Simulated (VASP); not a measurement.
# Ga2O3 (R-3c) in VASP: single point with PBEsol

Aim: the single point of Ga2O3 with PBEsol.

Program: VASP 6.6.1. These are calculated values, not measurements. Logs are shortened: lines on timing, memory, paths and dates and some standing lists are left out, and cuts for length are marked.

### Step 1. The cell of the first run

Symmetry: R-3c, No. 167, trigonal system. The conventional cell has a = 5.000 Å, b = 5.000 Å, c = 13.450 Å, α = 90.00°, β = 90.00°, γ = 120.00°. Ga (site symmetry 3) has 6 O at 1.93 to 2.08 Å within 2.6 Å. O (site symmetry 2) has 4 Ga at 1.93 to 2.08 Å within 2.6 Å.

### Step 2. Single point, PBEsol

Contents of INCAR:

```
SYSTEM = Ga2O3
PREC = Accurate
ENCUT = 520
EDIFF = 1E-6
ISMEAR = 0
SIGMA = 0.02
LREAL = .False.
LASPH = .True.
NELM = 60
ALGO = Normal
ISIF = 2
LWAVE = .False.
LCHARG = .True.
GGA = PS
LELF = .True.
LVHAR = .True.
NBANDS = 55
```

Contents of KPOINTS:

```
Automatic mesh
0
Gamma
  6 6 6
  0 0 0
```

Contents of POSCAR:

```
Ga2O3
1.0
    2.5002034414      1.4434931300      4.4832388921
   -2.5002034414      1.4434931300      4.4832388921
    0.0000000000     -2.8869862599      4.4832388921
Ga O
4 6
Direct
    0.3557127148      0.3557127148      0.3557127148
    0.1442872852      0.1442872852      0.1442872852
    0.6442872852      0.6442872852      0.6442872852
    0.8557127148      0.8557127148      0.8557127148
    0.5527838005      0.9472161995      0.2500000000
    0.2500000000      0.5527838005      0.9472161995
    0.9472161995      0.2500000000      0.5527838005
    0.4472161995      0.0527838005      0.7500000000
    0.7500000000      0.4472161995      0.0527838005
    0.0527838005      0.7500000000      0.4472161995
```

Potentials or basis: VASP PAW PBE potentials, release 64 (Ga_d, O).

Started as:

```console
$ cat potpaw_PBE.64/Ga_d/POTCAR potpaw_PBE.64/O/POTCAR > POTCAR
$ mpirun -np 1 vasp_std > vasp.out
```

OUTCAR:

```text
SYSTEM = Ga2O3
   PREC = Accurate
   ENCUT = 520
   EDIFF = 1E-6
   ISMEAR = 0
   LREAL = .False.
   LASPH = .True.
   NELM = 60
   ISIF = 2
   GGA = PS

 ion  position               nearest neighbor table
   1  0.356  0.356  0.356-  10 1.93   8 1.93   9 1.93   5 2.08   6 2.08   7 2.08   2 2.84
   2  0.144  0.144  0.144-   9 1.93   8 1.93  10 1.93   5 2.08   7 2.08   6 2.08   1 2.84
   3  0.644  0.644  0.644-   7 1.93   5 1.93   6 1.93   8 2.08   9 2.08  10 2.08   4 2.84
   4  0.856  0.856  0.856-   6 1.93   5 1.93   7 1.93   8 2.08  10 2.08   9 2.08   3 2.84
   5  0.553  0.947  0.250-   3 1.93   4 1.93   1 2.08   2 2.08
   6  0.250  0.553  0.947-   4 1.93   3 1.93   1 2.08   2 2.08
   7  0.947  0.250  0.553-   3 1.93   4 1.93   2 2.08   1 2.08
   8  0.447  0.053  0.750-   1 1.93   2 1.93   3 2.08   4 2.08
   9  0.750  0.447  0.053-   2 1.93   1 1.93   3 2.08   4 2.08
  10  0.053  0.750  0.447-   1 1.93   2 1.93   4 2.08   3 2.08

  LATTYP: Found a trigonal (rhomboedric) cell.
 ALAT       =     5.3323653877
 COS(alpha) =     0.5603157678

  Lattice vectors:

 A1 = (   2.5002034414,   1.4434931300,   4.4832388921)
 A2 = (  -2.5002034414,   1.4434931300,   4.4832388921)
 A3 = (   0.0000000000,  -2.8869862599,   4.4832388921)

Analysis of symmetry for initial positions (statically):
=====================================================================
 Subroutine PRICEL returns:
 Original cell was already a primitive cell.

 Routine SETGRP: Setting up the symmetry group for a
 trigonal (rhombohedral) supercell.

 Subroutine GETGRP returns: Found 12 space group operations
 (whereof  6 operations were pure point group operations)
 out of a pool of 12 trial point group operations.

The static configuration has the point symmetry S_6 .
 The point group associated with its full space group is D_3d.

Analysis of symmetry for dynamics (positions and initial velocities):
=====================================================================
 Subroutine PRICEL returns:
 Original cell was already a primitive cell.

 Routine SETGRP: Setting up the symmetry group for a
 trigonal (rhombohedral) supercell.

 Subroutine GETGRP returns: Found 12 space group operations
 (whereof  6 operations were pure point group operations)
 out of a pool of 12 trial point group operations.

The dynamic configuration has the point symmetry S_6 .
 The point group associated with its full space group is D_3d.

 Subroutine INISYM returns: Found 12 space group operations
 (whereof  6 operations are pure point group operations),
 and found     1 'primitive' translations

----------------------------------------------------------------------------------------

                                     Primitive cell

  volume of cell :      97.0808

  direct lattice vectors                    reciprocal lattice vectors
     2.500203441  1.443493130  4.483238892     0.199983726  0.115460658  0.074351009
    -2.500203441  1.443493130  4.483238892    -0.199983726  0.115460658  0.074351009
     0.000000000 -2.886986260  4.483238892     0.000000000 -0.230921316  0.074351009

  length of vectors
     5.332365388  5.332365388  5.332365388     0.242595809  0.242595809  0.242595809

  position of ions in fractional coordinates (direct lattice)
     0.355712715  0.355712715  0.355712715
     0.144287285  0.144287285  0.144287285
     0.644287285  0.644287285  0.644287285
     0.855712715  0.855712715  0.855712715
     0.552783801  0.947216199  0.250000000
     0.250000000  0.552783801  0.947216199
     0.947216199  0.250000000  0.552783801
     0.447216199  0.052783801  0.750000000
     0.750000000  0.447216199  0.052783801
     0.052783801  0.750000000  0.447216199

  ion indices of the primitive-cell ions
   primitive index   ion index
                 1           1
                 2           2
                 3           3
                 4           4
                 5           5
                 6           6
                 7           7
                 8           8
                 9           9
                10          10

----------------------------------------------------------------------------------------

 KPOINTS: Automatic mesh

Automatic generation of k-mesh.
 Grid dimensions read from file:
 generate k-points for:    6    6    6

 Generating k-lattice:

  Cartesian coordinates                     Fractional coordinates (reciprocal lattice)
     0.033330621  0.019243443  0.012391835     0.166666667  0.000000000  0.000000000
    -0.033330621  0.019243443  0.012391835     0.000000000  0.166666667  0.000000000
     0.000000000 -0.038486886  0.012391835     0.000000000  0.000000000  0.166666667

  Length of vectors
     0.040432635  0.040432635  0.040432635

  Shift w.r.t. Gamma in fractional coordinates (k-lattice)
     0.000000000  0.000000000  0.000000000

 Subroutine IBZKPT returns following result:
 ===========================================

 Found     32 irreducible k-points:

 Following reciprocal coordinates:
            Coordinates               Weight
  0.000000  0.000000  0.000000      1.000000
  0.166667  0.000000  0.000000      6.000000
  0.333333 -0.000000  0.000000      6.000000
  0.500000 -0.000000  0.000000      3.000000
  0.166667  0.166667  0.000000      6.000000
  0.333333  0.166667  0.000000     12.000000
[... 16 lines left out ...]
  0.500000  0.500000  0.166667      6.000000
 -0.333333  0.500000  0.166667     12.000000
 [... further k-points ...]
   k-points           NKPTS =     32   k-points in BZ     NKDIM =     32   number of bands    NBANDS=     55
   number of dos      NEDOS =    301   number of ions     NIONS =     10
   total plane-waves  NPLWV =  64000
   dimension x,y,z NGX =    40 NGY =   40 NGZ =   40
   dimension x,y,z NGXF=    80 NGYF=   80 NGZF=   80
   ions per type =               4   6
   NGX,Y,Z   is equivalent  to a cutoff of  12.47, 12.47, 12.47 a.u.
   NGXF,Y,Z  is equivalent  to a cutoff of  24.94, 24.94, 24.94 a.u.
 SYSTEM =  Ga2O3
   PREC   = accura    normal or accurate (medium, high low for compatibility)
   ISTART =      0    job   : 0-new  1-cont  2-samecut
   ICHARG =      2    charge: 1-file 2-atom 10-const
   ISPIN  =      1    spin polarized calculation?
   LNONCOLLINEAR =      F non collinear calculations
   LSORBIT =      F    spin-orbit coupling
   LASPH  =      T    aspherical Exc in radial PAW
   ENCUT  =  520.0 eV  38.22 Ry    6.18 a.u.   9.91  9.91  9.91*2*pi/ulx,y,z
   NELM   =     60;   NELMIN=  2; NELMDL= -5     # of ELM steps
   EDIFF  = 0.1E-05   stopping-criterion for ELM
   LREAL  =      F    real-space projection
   EDIFFG = 0.1E-04   stopping-criterion for IOM
   NSW    =      0    number of steps for IOM
   IBRION =     -1    ionic relax: 0-MD 1-quasi-New 2-CG
   NFREE  =      0    steps in history (QN), initial steepest desc. (CG)
   ISIF   =      2    stress and relaxation
   ISYM   =      2    0-nonsym 1-usesym 2-fastsym
   POTIM  = 0.5000    time-step for ionic-motion
   TEBEG  =    0.0;   TEEND  =   0.0 temperature during run
   PSTRESS=    0.0 pullay stress
   NELECT =      88.0000    total number of electrons
   NUPDOWN=      -1.0000    fix difference up-down
   EMIN   =  10.00;   EMAX   =-10.00  energy-range for DOS
   EFERMI =   0.00;   METHOD = LEGACY
   ISMEAR =     0;   SIGMA  =   0.02  broadening in eV -4-tet -1-fermi 0-gaus
   EFERMI_NEDOS =   21; number of points for ismear=-14 and -15
   IALGO  =     38    algorithm
   IMIX   =      4    mixing-type and parameters
     AMIX     =   0.40;   BMIX     =  1.00
     AMIX_MAG =   1.60;   BMIX_MAG =  1.00
  volume/ion in A,a.u.               =       9.71        65.51
  Fermi-wavevector in a.u.,A,eV,Ry     =   1.584375  2.994035 34.153946  2.510244
  Thomas-Fermi vector in A             =   2.684002
   LORBIT       =      0    0 simple, 1 ext, 2 COOP (PROOUT), +10 PAW based schemes
   GGA     = PS    functional components
   LHFCALC =     F    Hartree Fock is set to
   AEXX    =    0.0000 exact exchange contribution
   IVDW    =     0    specifies the selected vdW correction
   LEPSILON=     F    determine dielectric tensor
   LRPA    =     F    only Hartree local field effects (RPA)
 non-spin polarized calculation
 Gauss-broadening in eV      SIGMA  =   0.02
  energy-cutoff  :      520.00
  volume of cell :       97.08
 maximum number of plane-waves:      2642
   NGX = 19   NGY = 19   NGZ = 19

 number of electron      87.9999976 magnetization

 Free energy of the ion-electron system (eV)
  ---------------------------------------------------
  ext. energy  EPLUGINS =         0.00000000
  ---------------------------------------------------
  free energy    TOTEN  =       -63.80827532 eV

  energy without entropy =      -63.80827532  energy(sigma->0) =      -63.80827532

 E-fermi :   4.4713     XC(G=0): -12.4336

 val. band max:        4.3457917900   @ k =  -0.1667   0.1667   0.0000
 cond. band min:       7.0467761894   @ k =   0.0000   0.0000   0.0000
 fundamental gap:      2.7009843994
 Fermi energy:         4.4713373482

 k-point     1 :       0.0000    0.0000    0.0000
  band No.  band energies     occupation
      1     -14.5914      2.00000
      2     -12.5455      2.00000
      3     -12.5455      2.00000
      4     -12.5275      2.00000
      5     -12.5025      2.00000
      6     -12.5025      2.00000
[... 47 lines left out ...]
     54      15.3212      0.00000
     55      16.5465      0.00000

 k-point     2 :       0.1667    0.0000    0.0000
  band No.  band energies     occupation
      1     -14.4643      2.00000
      2     -12.6886      2.00000
      3     -12.5597      2.00000
      4     -12.5553      2.00000
      5     -12.5110      2.00000
      6     -12.4918      2.00000
[... 47 lines left out ...]
     54      15.9407      0.00000
     55      16.3582      0.00000
[... 1216 lines left out ...]
     54      16.3745      0.00000
     55      16.4979      0.00000

 k-point    24 :      -0.3333    0.5000    0.1667
  band No.  band energies     occupation
      1     -13.5418      2.00000
      2     -13.2237      2.00000
      3     -12.9114      2.00000
      4     -12.7798      2.00000
      5     -12.5426      2.00000
      6     -12.4962      2.00000
[... 47 lines left out ...]
     54      16.2123      0.00000
     55      16.5374      0.00000

 [... further k-points ...]

------------------------ aborting loop because EDIFF is reached ----------------------------------------

  FORCE on cell =-STRESS in cart. coord.  units (eV):
  Direction    XX          YY          ZZ          XY          YZ          ZX
  --------------------------------------------------------------------------------------
  -------------------------------------------------------------------------------------
  Total        0.4499207      0.4499207      0.4182792     -0.0000000      0.0000000      0.0000000
  in kB        7.4252883      7.4252883      6.9030925     -0.0000000      0.0000000      0.0000000
  external PRESSURE =       7.2512230 kB  Pullay stress =       0.0000000 kB

 VOLUME and BASIS-vectors are now :
 -----------------------------------------------------------------------------
  energy-cutoff  :      520.00
  volume of cell :       97.08
      direct lattice vectors                 reciprocal lattice vectors
     2.500203441  1.443493130  4.483238892     0.199983726  0.115460658  0.074351009
    -2.500203441  1.443493130  4.483238892    -0.199983726  0.115460658  0.074351009
     0.000000000 -2.886986260  4.483238892     0.000000000 -0.230921316  0.074351009

 POSITION                                       TOTAL-FORCE (eV/Angst)
 -----------------------------------------------------------------------------------
      0.00000      0.00000      4.78424         0.000000      0.000000      0.027794
      0.00000      0.00000      1.94062         0.000000     -0.000000     -0.027794
      0.00000      0.00000      8.66548         0.000000     -0.000000     -0.027794
      0.00000      0.00000     11.50909         0.000000      0.000000      0.027794
     -0.98616      1.44349      7.84567         0.011577      0.000000     -0.000000
     -0.75702     -1.57579      7.84567        -0.005788      0.010026     -0.000000
      1.74318      0.13229      7.84567        -0.005788     -0.010026     -0.000000
      0.98616     -1.44349      5.60405        -0.011577      0.000000     -0.000000
      0.75702      1.57579      5.60405         0.005788     -0.010026     -0.000000
     -1.74318     -0.13229      5.60405         0.005788      0.010026     -0.000000
 -----------------------------------------------------------------------------------
    total drift:                               -0.000000     -0.000000     -0.000000

  FREE ENERGIE OF THE ION-ELECTRON SYSTEM (eV)
  ---------------------------------------------------
  free  energy   TOTEN  =       -63.8082753174 eV

  energy  without entropy=      -63.8082753174  energy(sigma->0) =      -63.80827532
```

It took 2.6 min on 1 thread of Intel Xeon 6975P-C, shared host; peak memory 0.31 GiB.

What came out:

| Property | Result |
| --- | --- |
| Free energy | -63.8083 eV |
| Pressure | 0.7 GPa |
| Largest force | 0.028 eV/Å |
| Band gap on the k mesh | 2.70 eV, indirect (least direct gap 2.96 eV) |

Forces in eV/Å, atoms in the order of the input:
```
Ga   0.000  0.000  0.028
Ga   0.000  0.000 -0.028
Ga   0.000  0.000 -0.028
Ga   0.000  0.000  0.028
O    0.012  0.000  0.000
O   -0.006  0.010  0.000
O   -0.006 -0.010  0.000
O   -0.012  0.000  0.000
O    0.006 -0.010  0.000
O    0.006  0.010  0.000
```

Caveat: the PAW data sets were made with another functional, which shifts forces and pressure a little. A k mesh can miss the band edges.
